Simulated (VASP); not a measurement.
# Si (I4/mmm) in VASP: further runs

The runs below take Si through single point, with PBEsol.

Everything below comes from runs of VASP 6.6.1. Logs are shortened: lines on timing, memory, paths and dates and some standing lists are left out, and cuts for length are marked.

### Step 1. The cell of the first run

The structure is tetragonal, space group I4/mmm (No. 139). The conventional cell has a = 2.594 Å, b = 2.594 Å, c = 4.127 Å, α = 90.00°, β = 90.00°, γ = 90.00°. Si (site symmetry 4/mmm) has 12 Si at 2.59 to 2.76 Å within 3.4 Å.

### Step 2. Single point, PBEsol (strain -0.040 along x and y, +0.080 along z)

Contents of INCAR:

```
PREC = Accurate
ENCUT = 520
EDIFF = 1E-6
ISMEAR = 0
SIGMA = 0.15
LREAL = F
LASPH = T
NELM = 60
ALGO = Normal
ISIF = 2
LWAVE = F
LCHARG = F
GGA = PS
NBANDS = 8
```

Contents of KPOINTS:

```
regular mesh
0
Gamma
  22 22 22
```

Contents of POSCAR:

```
Si
1.0
    0.0000000000      1.8343973193      2.0636969842
    1.8343973193      0.0000000000      2.0636969842
    1.8343973193      1.8343973193      0.0000000000
Si
1
Direct
    0.0000000000      0.0000000000      0.0000000000
```

Potentials or basis: VASP PAW PBE potentials, release 64 (Si).

Launch:

```bash
> cat potpaw_PBE.64/Si/POTCAR > POTCAR
> mpirun -np 1 vasp_std > vasp.out
```

OUTCAR:

```text
PREC = Accurate
   ENCUT = 520
   EDIFF = 1E-6
   ISMEAR = 0
   LREAL = F
   LASPH = T
   NELM = 60
   ISIF = 2
   GGA = PS

 ion  position               nearest neighbor table
   1  0.000  0.000  0.000-

  LATTYP: Found a body centered tetragonal cell.
 ALAT       =     2.5942295677
 C/A-ratio  =     1.5909902577

  Lattice vectors:

 A1 = (  -1.8343973193,   0.0000000000,   2.0636969842)
 A2 = (   1.8343973193,   0.0000000000,   2.0636969842)
 A3 = (   0.0000000000,   1.8343973193,  -2.0636969842)

Analysis of symmetry for initial positions (statically):
=====================================================================
 Subroutine PRICEL returns:
 Original cell was already a primitive cell.

 Routine SETGRP: Setting up the symmetry group for a
 body centered tetragonal supercell.

 Subroutine GETGRP returns: Found 16 space group operations
 (whereof 16 operations were pure point group operations)
 out of a pool of 16 trial point group operations.

The static configuration has the point symmetry D_4h.

Analysis of symmetry for dynamics (positions and initial velocities):
=====================================================================
 Subroutine PRICEL returns:
 Original cell was already a primitive cell.

 Routine SETGRP: Setting up the symmetry group for a
 body centered tetragonal supercell.

 Subroutine GETGRP returns: Found 16 space group operations
 (whereof 16 operations were pure point group operations)
 out of a pool of 16 trial point group operations.

The dynamic configuration has the point symmetry D_4h.

 Subroutine INISYM returns: Found 16 space group operations
 (whereof 16 operations are pure point group operations),
 and found     1 'primitive' translations

----------------------------------------------------------------------------------------

                                     Primitive cell

  volume of cell :      13.8887

  direct lattice vectors                    reciprocal lattice vectors
     0.000000000  1.834397319  2.063696984    -0.272569086  0.272569086  0.242283632
     1.834397319  0.000000000  2.063696984     0.272569086 -0.272569086  0.242283632
     1.834397319  1.834397319  0.000000000     0.272569086  0.272569086 -0.242283632

  length of vectors
     2.761133602  2.761133602  2.594229568     0.455290205  0.455290205  0.455290205

  position of ions in fractional coordinates (direct lattice)
     0.000000000  0.000000000  0.000000000

  ion indices of the primitive-cell ions
   primitive index   ion index
                 1           1

----------------------------------------------------------------------------------------

 KPOINTS: regular mesh

Automatic generation of k-mesh.
 Grid dimensions read from file:
 generate k-points for:   22   22   22

 Generating k-lattice:

  Cartesian coordinates                     Fractional coordinates (reciprocal lattice)
    -0.012389504  0.012389504  0.011012892     0.045454545  0.000000000  0.000000000
     0.012389504 -0.012389504  0.011012892     0.000000000  0.045454545  0.000000000
     0.012389504  0.012389504 -0.011012892     0.000000000  0.000000000  0.045454545

  Length of vectors
     0.020695009  0.020695009  0.020695009

  Shift w.r.t. Gamma in fractional coordinates (k-lattice)
     0.000000000  0.000000000  0.000000000

 Subroutine IBZKPT returns following result:
 ===========================================

 Found    834 irreducible k-points:

 Following reciprocal coordinates:
            Coordinates               Weight
  0.000000  0.000000  0.000000      1.000000
  0.045455 -0.000000  0.000000      8.000000
  0.090909 -0.000000  0.000000      8.000000
  0.136364  0.000000  0.000000      8.000000
  0.181818 -0.000000  0.000000      8.000000
  0.227273 -0.000000  0.000000      8.000000
[... 16 lines left out ...]
  0.500000  0.045455  0.000000      8.000000
 -0.454545  0.045455  0.000000      8.000000
 [... further k-points ...]
   k-points           NKPTS =    834   k-points in BZ     NKDIM =    834   number of bands    NBANDS=      8
   number of dos      NEDOS =    301   number of ions     NIONS =      1
   total plane-waves  NPLWV =  11520
   dimension x,y,z NGX =    24 NGY =   24 NGZ =   20
   dimension x,y,z NGXF=    48 NGYF=   48 NGZF=   40
   ions per type =               1
   NGX,Y,Z   is equivalent  to a cutoff of  14.45, 14.45, 12.82 a.u.
   NGXF,Y,Z  is equivalent  to a cutoff of  28.90, 28.90, 25.63 a.u.
 SYSTEM =  unknown system
   PREC   = accura    normal or accurate (medium, high low for compatibility)
   ISTART =      0    job   : 0-new  1-cont  2-samecut
   ICHARG =      2    charge: 1-file 2-atom 10-const
   ISPIN  =      1    spin polarized calculation?
   LNONCOLLINEAR =      F non collinear calculations
   LSORBIT =      F    spin-orbit coupling
   LASPH  =      T    aspherical Exc in radial PAW
   ENCUT  =  520.0 eV  38.22 Ry    6.18 a.u.   5.13  5.13  4.82*2*pi/ulx,y,z
   NELM   =     60;   NELMIN=  2; NELMDL= -5     # of ELM steps
   EDIFF  = 0.1E-05   stopping-criterion for ELM
   LREAL  =      F    real-space projection
[... 7 lines left out ...]
   TEBEG  =    0.0;   TEEND  =   0.0 temperature during run
   PSTRESS=    0.0 pullay stress
   NELECT =       4.0000    total number of electrons
   NUPDOWN=      -1.0000    fix difference up-down
   EMIN   =  10.00;   EMAX   =-10.00  energy-range for DOS
   EFERMI =   0.00;   METHOD = LEGACY
   ISMEAR =     0;   SIGMA  =   0.15  broadening in eV -4-tet -1-fermi 0-gaus
   EFERMI_NEDOS =   21; number of points for ismear=-14 and -15
   IALGO  =     38    algorithm
   IMIX   =      4    mixing-type and parameters
     AMIX     =   0.40;   BMIX     =  1.00
     AMIX_MAG =   1.60;   BMIX_MAG =  1.00
  volume/ion in A,a.u.               =      13.89        93.73
  Fermi-wavevector in a.u.,A,eV,Ry     =   1.081120  2.043021 15.902769  1.168821
  Thomas-Fermi vector in A             =   2.217128
   LORBIT       =      0    0 simple, 1 ext, 2 COOP (PROOUT), +10 PAW based schemes
   GGA     = PS    functional components
   LHFCALC =     F    Hartree Fock is set to
   AEXX    =    0.0000 exact exchange contribution
   IVDW    =     0    specifies the selected vdW correction
   LEPSILON=     F    determine dielectric tensor
   LRPA    =     F    only Hartree local field effects (RPA)
 non-spin polarized calculation
 Gauss-broadening in eV      SIGMA  =   0.15
  energy-cutoff  :      520.00
  volume of cell :       13.89
 maximum number of plane-waves:       390
 NGX is ok and might be reduce to    24
   NGX = 11   NGY = 11   NGZ =  9

 number of electron       4.0000000 magnetization

 Free energy of the ion-electron system (eV)
  ---------------------------------------------------
  ext. energy  EPLUGINS =         0.00000000
  ---------------------------------------------------
  free energy    TOTEN  =        -5.34960204 eV

  energy without entropy =       -5.34539549  energy(sigma->0) =       -5.34749877

 E-fermi :  10.6814     XC(G=0): -11.4088

 val. band max:       10.6800393011   @ k =  -0.3182   0.0000   0.2727
 cond. band min:      10.6830171116   @ k =   0.4545   0.3182   0.0909
 fundamental gap:      0.0029778105
 Fermi energy:        10.6813502467

 k-point     1 :       0.0000    0.0000    0.0000
  band No.  band energies     occupation
      1      -4.1672      2.00000
      2      21.8618      0.00000
      3      22.1942      0.00000
      4      22.3372      0.00000
      5      22.3372      0.00000
      6      23.4869      0.00000
      7      23.4869      0.00000
      8      26.5610      0.00000

 k-point     2 :       0.0455   -0.0000    0.0000
  band No.  band energies     occupation
      1      -4.1050      2.00000
      2      20.6772      0.00000
      3      21.6208      0.00000
      4      22.0874      0.00000
      5      23.1027      0.00000
      6      23.8322      0.00000
      7      23.8805      0.00000
      8      26.3885      0.00000

 k-point     3 :       0.0909   -0.0000    0.0000
  band No.  band energies     occupation
      1      -3.9184      2.00000
      2      18.8774      0.00000
      3      20.8451      0.00000
      4      21.6745      0.00000
      5      23.6829      0.00000
      6      24.1860      0.00000
      7      24.5254      0.00000
      8      26.2133      0.00000

 k-point     4 :       0.1364    0.0000    0.0000
  band No.  band energies     occupation
      1      -3.6077      2.00000
      2      16.9219      0.00000
      3      20.1559      0.00000
      4      21.3064      0.00000
      5      23.4401      0.00000
      6      24.4348      0.00000
      7      25.3300      0.00000
      8      26.6183      0.00000

 k-point     5 :       0.1818   -0.0000    0.0000
  band No.  band energies     occupation
      1      -3.1736      2.00000
      2      14.9495      0.00000
      3      19.5597      0.00000
      4      21.0230      0.00000
      5      22.8148      0.00000
      6      24.4841      0.00000
      7      26.0993      0.00000
      8      27.5957      0.00000
[... 177 lines left out ...]
 k-point    22 :       0.4545    0.0455    0.0000
  band No.  band energies     occupation
      1       1.4929      2.00000
      2       5.3002      2.00000
      3      17.0686      0.00000
      4      20.3768      0.00000
      5      20.4124      0.00000
      6      24.2489      0.00000
      7      24.6886      0.00000
      8      28.4088      0.00000

 k-point    23 :       0.5000    0.0455    0.0000
  band No.  band energies     occupation
      1       2.6779      2.00000
      2       3.9090      2.00000
      3      16.8311      0.00000
      4      20.5156      0.00000
      5      20.6985      0.00000
      6      23.7440      0.00000
      7      24.9285      0.00000
      8      27.9090      0.00000

 k-point    24 :      -0.4545    0.0455    0.0000
  band No.  band energies     occupation
      1       2.5175      2.00000
      2       4.0850      2.00000
      3      16.6904      0.00000
      4      20.7245      0.00000
      5      21.0467      0.00000
      6      23.4154      0.00000
      7      25.1473      0.00000
      8      27.6389      0.00000

 [... further k-points ...]

------------------------ aborting loop because EDIFF is reached ----------------------------------------

  FORCE on cell =-STRESS in cart. coord.  units (eV):
  Direction    XX          YY          ZZ          XY          YZ          ZX
  --------------------------------------------------------------------------------------
  -------------------------------------------------------------------------------------
  Total        0.1686168      0.1686168      0.1679759      0.0000000      0.0000000      0.0000000
  in kB       19.4513047     19.4513047     19.3773685      0.0000000      0.0000000      0.0000000
  external PRESSURE =      19.4266593 kB  Pullay stress =       0.0000000 kB

 VOLUME and BASIS-vectors are now :
 -----------------------------------------------------------------------------
  energy-cutoff  :      520.00
  volume of cell :       13.89
      direct lattice vectors                 reciprocal lattice vectors
     0.000000000  1.834397319  2.063696984    -0.272569086  0.272569086  0.242283632
     1.834397319  0.000000000  2.063696984     0.272569086 -0.272569086  0.242283632
     1.834397319  1.834397319  0.000000000     0.272569086  0.272569086 -0.242283632

 POSITION                                       TOTAL-FORCE (eV/Angst)
 -----------------------------------------------------------------------------------
      0.00000      0.00000      0.00000         0.000000     -0.000000     -0.000000
 -----------------------------------------------------------------------------------
    total drift:                                0.000000      0.000000     -0.000000

  FREE ENERGIE OF THE ION-ELECTRON SYSTEM (eV)
  ---------------------------------------------------
  free  energy   TOTEN  =        -5.3496020399 eV

  energy  without entropy=       -5.3453954908  energy(sigma->0) =       -5.34749877
```

Wall time 30 s (1 thread of Intel Xeon Platinum 8375C at 2.90GHz (Ice Lake), shared host); peak memory 0.19 GiB.

What came out:

```yaml
Free_energy: -5.3496 eV
Pressure: 1.9 GPa
Band_gap_on_the_k_mesh: zero (bands 2 and 3 overlap by 15.33 eV)
```

Caveat: the cell differs from its parent crystal (strain -0.040 along x and y, +0.080 along z); the PAW data sets were made with another functional, which shifts forces and pressure a little.

### Step 3. Single point, PBEsol (strain +0.040 along x and y, -0.080 along z)

Contents of INCAR:

```
SYSTEM = Si
ALGO     = Normal         ! electronic algorithm
EDIFF    = 1E-7           ! SCF threshold, eV
ENCUT    = 520            ! plane-wave cutoff, eV
GGA      = PS             ! functional
ISIF     = 2              ! what is computed and relaxed
ISMEAR   = 0              ! smearing method
LASPH    = .True.         ! aspherical terms in the spheres
LCHARG   = .False.        ! write CHGCAR
LREAL    = .False.        ! projectors in reciprocal space
LWAVE    = .False.        ! write WAVECAR
NBANDS   = 8              ! bands
NELM     = 100            ! most SCF steps
PREC     = Accurate       ! precision mode
SIGMA    = 0.15           ! smearing width, eV
```

Contents of KPOINTS:

```
k-points
0
Gamma
  22 22 22
  0 0 0
```

Contents of POSCAR:

```
Si
1.0
    0.0000000000      1.9872637625      1.7579640976
    1.9872637625      0.0000000000      1.7579640976
    1.9872637625      1.9872637625      0.0000000000
Si
1
Direct
    0.0000000000      0.0000000000      0.0000000000
```

Potentials or basis: VASP PAW PBE potentials, release 64 (Si).

Launch:

```bash
> cat potpaw_PBE.64/Si/POTCAR > POTCAR
> mpirun -np 1 vasp_std > vasp.out
```

It took 39 s on 1 thread of Intel Xeon Platinum 8375C at 2.90GHz (Ice Lake), shared host; peak memory 0.19 GiB.

The run converged. Its results:

```yaml
Free_energy: -5.3502 eV
Pressure: 1.7 GPa
Band_gap_on_the_k_mesh: zero (bands 2 and 3 overlap by 15.23 eV)
```

Stress tensor (GPa, compression positive):
```
2.48 0.00 0.00
0.00 2.48 0.00
0.00 0.00 0.17
```

Levels at points of the mesh, in eV from the Fermi level:
| k point | band 1 | band 2 | band 3 | band 4 | band 5 | band 6 | band 7 |
| --- | --- | --- | --- | --- | --- | --- | --- |
| (0.00, 0.00, 0.00) | -14.86 | 11.46 | 11.77 | 11.77 | 11.78 | 11.78 | 13.30 |
| (0.50, 0.00, 0.00) | -7.68 | -7.22 | 7.50 | 9.54 | 9.68 | 11.27 | 15.20 |
| (0.50, 0.50, 0.00) | -4.21 | -2.49 | 1.75 | 1.75 | 3.40 | 5.17 | 24.77 |
| (0.50, 0.00, 0.50) | -6.14 | -5.52 | 3.71 | 4.81 | 5.00 | 8.00 | 24.50 |

Caveat: the cell differs from its parent crystal (strain +0.040 along x and y, -0.080 along z); the PAW data sets were made with another functional, which shifts forces and pressure a little.

[end of part 1 of 2]
